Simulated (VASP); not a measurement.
# RbBr (Pm-3m) in VASP: a series of runs

Aim: see how the results for RbBr move with the level of theory and the settings. Levels: PBE, LDA, PBEsol. Tasks: single point.

Everything below comes from runs of VASP 6.6.1. Logs are shortened: lines on timing, memory, paths and dates and some standing lists are left out, and cuts for length are marked.

## (1) The cell of the first run

Symmetry: Pm-3m, No. 221, cubic system. Conventional cell: a = 4.128 Å, b = 4.128 Å, c = 4.128 Å, α = 90.00°, β = 90.00°, γ = 90.00°. Within 4.7 Å of Rb (site symmetry m-3m) lie 8 Br at 3.57 Å and 6 Rb at 4.13 Å. Br (site symmetry m-3m) has 8 Rb at 3.57 Å and 6 Br at 4.13 Å within 4.7 Å.

## (2) Single point, PBE

File INCAR:

```
PREC = Accurate
ENCUT = 520
EDIFF = 1E-7
ISMEAR = 0
SIGMA = 0.01
LREAL = F
LASPH = T
NELM = 80
ALGO = Normal
ISIF = 2
LWAVE = F
LCHARG = F
GGA = PE
NBANDS = 15
```

File KPOINTS:

```
Automatic mesh
0
Gamma
  4 4 4
```

File POSCAR:

```
RbBr
1.0
    4.1279266072      0.0000000000      0.0000000000
    0.0000000000      4.1279266072      0.0000000000
    0.0000000000      0.0000000000      4.1279266072
Rb Br
1 1
Direct
    0.0000000000      0.0000000000      0.0000000000
    0.5000000000      0.5000000000      0.5000000000
```

Potentials or basis: VASP PAW PBE potentials, release 64 (Rb_sv, Br).

The run is started by

```console
cat potpaw_PBE.64/Rb_sv/POTCAR potpaw_PBE.64/Br/POTCAR > POTCAR
mpirun -np 1 vasp_std > vasp.out
```

OUTCAR:

```text
PREC = Accurate
   ENCUT = 520
   EDIFF = 1E-7
   ISMEAR = 0
   LREAL = F
   LASPH = T
   NELM = 80
   ISIF = 2
   GGA = PE

 ion  position               nearest neighbor table
   1  0.000  0.000  0.000-   2 3.57   2 3.57   2 3.57   2 3.57   2 3.57   2 3.57   2 3.57   2 3.57

   2  0.500  0.500  0.500-   1 3.57   1 3.57   1 3.57   1 3.57   1 3.57   1 3.57   1 3.57   1 3.57

  LATTYP: Found a simple cubic cell.
 ALAT       =     4.1279266072

  Lattice vectors:

 A1 = (   4.1279266072,   0.0000000000,   0.0000000000)
 A2 = (   0.0000000000,   4.1279266072,   0.0000000000)
 A3 = (   0.0000000000,   0.0000000000,   4.1279266072)

Analysis of symmetry for initial positions (statically):
=====================================================================
 Subroutine PRICEL returns:
 Original cell was already a primitive cell.

 Routine SETGRP: Setting up the symmetry group for a
 simple cubic supercell.

 Subroutine GETGRP returns: Found 48 space group operations
 (whereof 48 operations were pure point group operations)
 out of a pool of 48 trial point group operations.

The static configuration has the point symmetry O_h .

Analysis of symmetry for dynamics (positions and initial velocities):
=====================================================================
 Subroutine PRICEL returns:
 Original cell was already a primitive cell.

 Routine SETGRP: Setting up the symmetry group for a
 simple cubic supercell.

 Subroutine GETGRP returns: Found 48 space group operations
 (whereof 48 operations were pure point group operations)
 out of a pool of 48 trial point group operations.

The dynamic configuration has the point symmetry O_h .

 Subroutine INISYM returns: Found 48 space group operations
 (whereof 48 operations are pure point group operations),
 and found     1 'primitive' translations

----------------------------------------------------------------------------------------

                                     Primitive cell

  volume of cell :      70.3390

  direct lattice vectors                    reciprocal lattice vectors
     4.127926607  0.000000000  0.000000000     0.242252369  0.000000000  0.000000000
     0.000000000  4.127926607  0.000000000     0.000000000  0.242252369  0.000000000
     0.000000000  0.000000000  4.127926607     0.000000000  0.000000000  0.242252369

  length of vectors
     4.127926607  4.127926607  4.127926607     0.242252369  0.242252369  0.242252369

  position of ions in fractional coordinates (direct lattice)
     0.000000000  0.000000000  0.000000000
     0.500000000  0.500000000  0.500000000

  ion indices of the primitive-cell ions
   primitive index   ion index
                 1           1
                 2           2

----------------------------------------------------------------------------------------

 KPOINTS: Automatic mesh

Automatic generation of k-mesh.
 Grid dimensions read from file:
 generate k-points for:    4    4    4

 Generating k-lattice:

  Cartesian coordinates                     Fractional coordinates (reciprocal lattice)
     0.060563092  0.000000000  0.000000000     0.250000000  0.000000000  0.000000000
     0.000000000  0.060563092  0.000000000     0.000000000  0.250000000  0.000000000
     0.000000000  0.000000000  0.060563092     0.000000000  0.000000000  0.250000000

  Length of vectors
     0.060563092  0.060563092  0.060563092

  Shift w.r.t. Gamma in fractional coordinates (k-lattice)
     0.000000000  0.000000000  0.000000000

 Subroutine IBZKPT returns following result:
 ===========================================

 Found     10 irreducible k-points:

 Following reciprocal coordinates:
            Coordinates               Weight
  0.000000  0.000000  0.000000      1.000000
  0.250000  0.000000  0.000000      6.000000
  0.500000  0.000000  0.000000      3.000000
  0.250000  0.250000  0.000000     12.000000
  0.500000  0.250000  0.000000     12.000000
  0.500000  0.500000  0.000000      3.000000
  0.250000  0.250000  0.250000      8.000000
  0.500000  0.250000  0.250000     12.000000
  0.500000  0.500000  0.250000      6.000000
  0.500000  0.500000  0.500000      1.000000
   k-points           NKPTS =     10   k-points in BZ     NKDIM =     10   number of bands    NBANDS=     15
   number of dos      NEDOS =    301   number of ions     NIONS =      2
   total plane-waves  NPLWV =  32768
   dimension x,y,z NGX =    32 NGY =   32 NGZ =   32
   dimension x,y,z NGXF=    64 NGYF=   64 NGZF=   64
   ions per type =               1   1
   NGX,Y,Z   is equivalent  to a cutoff of  12.89, 12.89, 12.89 a.u.
   NGXF,Y,Z  is equivalent  to a cutoff of  25.78, 25.78, 25.78 a.u.
 SYSTEM =  unknown system
   PREC   = accura    normal or accurate (medium, high low for compatibility)
   ISTART =      0    job   : 0-new  1-cont  2-samecut
   ICHARG =      2    charge: 1-file 2-atom 10-const
   ISPIN  =      1    spin polarized calculation?
   LNONCOLLINEAR =      F non collinear calculations
   LSORBIT =      F    spin-orbit coupling
   LASPH  =      T    aspherical Exc in radial PAW
   ENCUT  =  520.0 eV  38.22 Ry    6.18 a.u.   7.68  7.68  7.68*2*pi/ulx,y,z
   NELM   =     80;   NELMIN=  2; NELMDL= -5     # of ELM steps
   EDIFF  = 0.1E-06   stopping-criterion for ELM
   LREAL  =      F    real-space projection
   EDIFFG = 0.1E-05   stopping-criterion for IOM
   NSW    =      0    number of steps for IOM
   IBRION =     -1    ionic relax: 0-MD 1-quasi-New 2-CG
   NFREE  =      0    steps in history (QN), initial steepest desc. (CG)
   ISIF   =      2    stress and relaxation
   ISYM   =      2    0-nonsym 1-usesym 2-fastsym
   POTIM  = 0.5000    time-step for ionic-motion
   TEBEG  =    0.0;   TEEND  =   0.0 temperature during run
   PSTRESS=    0.0 pullay stress
   NELECT =      16.0000    total number of electrons
   NUPDOWN=      -1.0000    fix difference up-down
   EMIN   =  10.00;   EMAX   =-10.00  energy-range for DOS
   EFERMI =   0.00;   METHOD = LEGACY
   ISMEAR =     0;   SIGMA  =   0.01  broadening in eV -4-tet -1-fermi 0-gaus
   EFERMI_NEDOS =   21; number of points for ismear=-14 and -15
   IALGO  =     38    algorithm
   IMIX   =      4    mixing-type and parameters
     AMIX     =   0.40;   BMIX     =  1.00
     AMIX_MAG =   1.60;   BMIX_MAG =  1.00
  volume/ion in A,a.u.               =      35.17       237.34
  Fermi-wavevector in a.u.,A,eV,Ry     =   0.999347  1.888491 13.588055  0.998694
  Thomas-Fermi vector in A             =   2.131631
   LORBIT       =      0    0 simple, 1 ext, 2 COOP (PROOUT), +10 PAW based schemes
   GGA     = PE    functional components
   LHFCALC =     F    Hartree Fock is set to
   AEXX    =    0.0000 exact exchange contribution
   IVDW    =     0    specifies the selected vdW correction
   LEPSILON=     F    determine dielectric tensor
   LRPA    =     F    only Hartree local field effects (RPA)
 non-spin polarized calculation
 Gauss-broadening in eV      SIGMA  =   0.01
  energy-cutoff  :      520.00
  volume of cell :       70.34
 maximum number of plane-waves:      1924
 NGX is ok and might be reduce to    32
   NGX = 15   NGY = 15   NGZ = 15

 number of electron      16.0000002 magnetization

 Free energy of the ion-electron system (eV)
  ---------------------------------------------------
  ext. energy  EPLUGINS =         0.00000000
  ---------------------------------------------------
  free energy    TOTEN  =        -5.99368351 eV

  energy without entropy =       -5.99368351  energy(sigma->0) =       -5.99368351

 E-fermi :  -0.5252     XC(G=0):  -7.9221

 val. band max:       -0.6679365970   @ k =   0.5000   0.5000   0.0000
 cond. band min:       3.4066038368   @ k =   0.0000   0.0000   0.0000
 fundamental gap:      4.0745404337
 Fermi energy:        -0.5252341861

 k-point     1 :       0.0000    0.0000    0.0000
  band No.  band energies     occupation
      1     -25.7785      2.00000
      2     -13.2830      2.00000
      3      -9.7618      2.00000
      4      -9.7618      2.00000
      5      -9.7618      2.00000
      6      -0.8216      2.00000
      7      -0.8216      2.00000
      8      -0.8216      2.00000
      9       3.4066      0.00000
     10       4.9112      0.00000
     11       4.9112      0.00000
     12       9.2539      0.00000
     13       9.2539      0.00000
     14       9.2539      0.00000
     15      11.9746      0.00000

 k-point     2 :       0.2500    0.0000    0.0000
  band No.  band energies     occupation
      1     -25.7684      2.00000
      2     -13.2799      2.00000
      3      -9.8321      2.00000
      4      -9.7384      2.00000
      5      -9.7384      2.00000
      6      -1.7235      2.00000
      7      -0.8574      2.00000
      8      -0.8574      2.00000
      9       4.6902      0.00000
     10       5.3716      0.00000
     11       6.1125      0.00000
     12       9.0552      0.00000
     13       9.0552      0.00000
     14       9.5814      0.00000
     15       9.8008      0.00000

 k-point     3 :       0.5000    0.0000    0.0000
  band No.  band energies     occupation
      1     -25.7582      2.00000
      2     -13.2796      2.00000
      3      -9.8908      2.00000
      4      -9.7147      2.00000
      5      -9.7147      2.00000
      6      -2.3847      2.00000
      7      -0.8956      2.00000
      8      -0.8956      2.00000
      9       6.2143      0.00000
     10       6.4220      0.00000
     11       6.9636      0.00000
     12       8.0413      0.00000
     13       9.1716      0.00000
     14       9.1716      0.00000
     15      10.0388      0.00000
[... 91 lines left out ...]
 k-point     9 :       0.5000    0.5000    0.2500
  band No.  band energies     occupation
      1     -25.7306      2.00000
      2     -13.0417      2.00000
      3     -10.0274      2.00000
      4     -10.0274      2.00000
      5      -9.8370      2.00000
      6      -1.8591      2.00000
      7      -1.8591      2.00000
      8      -1.4171      2.00000
      9       5.7744      0.00000
     10       7.0862      0.00000
     11       7.3094      0.00000
     12       7.3094      0.00000
     13       9.4890      0.00000
     14       9.4890      0.00000
     15      11.2190      0.00000

 k-point    10 :       0.5000    0.5000    0.5000
  band No.  band energies     occupation
      1     -25.7217      2.00000
      2     -12.9882      2.00000
      3      -9.9851      2.00000
      4      -9.9851      2.00000
      5      -9.9851      2.00000
      6      -2.0010      2.00000
      7      -2.0010      2.00000
      8      -2.0010      2.00000
      9       7.5579      0.00000
     10       7.5579      0.00000
     11       7.5579      0.00000
     12       8.6827      0.00000
     13       8.6827      0.00000
     14       8.6827      0.00000
     15      11.4523      0.00000

------------------------ aborting loop because EDIFF is reached ----------------------------------------

  FORCE on cell =-STRESS in cart. coord.  units (eV):
  Direction    XX          YY          ZZ          XY          YZ          ZX
  --------------------------------------------------------------------------------------
  -------------------------------------------------------------------------------------
  Total        0.3657873      0.3657873      0.3657873      0.0000000      0.0000000      0.0000000
  in kB        8.3318862      8.3318862      8.3318862      0.0000000      0.0000000      0.0000000
  external PRESSURE =       8.3318862 kB  Pullay stress =       0.0000000 kB

 VOLUME and BASIS-vectors are now :
 -----------------------------------------------------------------------------
  energy-cutoff  :      520.00
  volume of cell :       70.34
      direct lattice vectors                 reciprocal lattice vectors
     4.127926607  0.000000000  0.000000000     0.242252369  0.000000000  0.000000000
     0.000000000  4.127926607  0.000000000     0.000000000  0.242252369  0.000000000
     0.000000000  0.000000000  4.127926607     0.000000000  0.000000000  0.242252369

 POSITION                                       TOTAL-FORCE (eV/Angst)
 -----------------------------------------------------------------------------------
      0.00000      0.00000      0.00000         0.000000      0.000000      0.000000
      2.06396      2.06396      2.06396         0.000000      0.000000      0.000000
 -----------------------------------------------------------------------------------
    total drift:                                0.000000      0.000000     -0.000000

  FREE ENERGIE OF THE ION-ELECTRON SYSTEM (eV)
  ---------------------------------------------------
  free  energy   TOTEN  =        -5.9936835111 eV

  energy  without entropy=       -5.9936835111  energy(sigma->0) =       -5.99368351
```

Run time: 6.7 s. Hardware: 1 thread of AMD EPYC 9R45 (Zen 5), shared host; peak memory 0.14 GiB.

What came out:

```
Free energy            : -5.9937 eV
Pressure               : 0.8 GPa
Band gap on the k mesh : 4.07 eV, indirect (least direct gap 4.23 eV)
```

A k mesh can miss the band edges. PBE gaps usually lie below the measured ones, often by a third to a half.

(Part 1 of 2 ends here.)
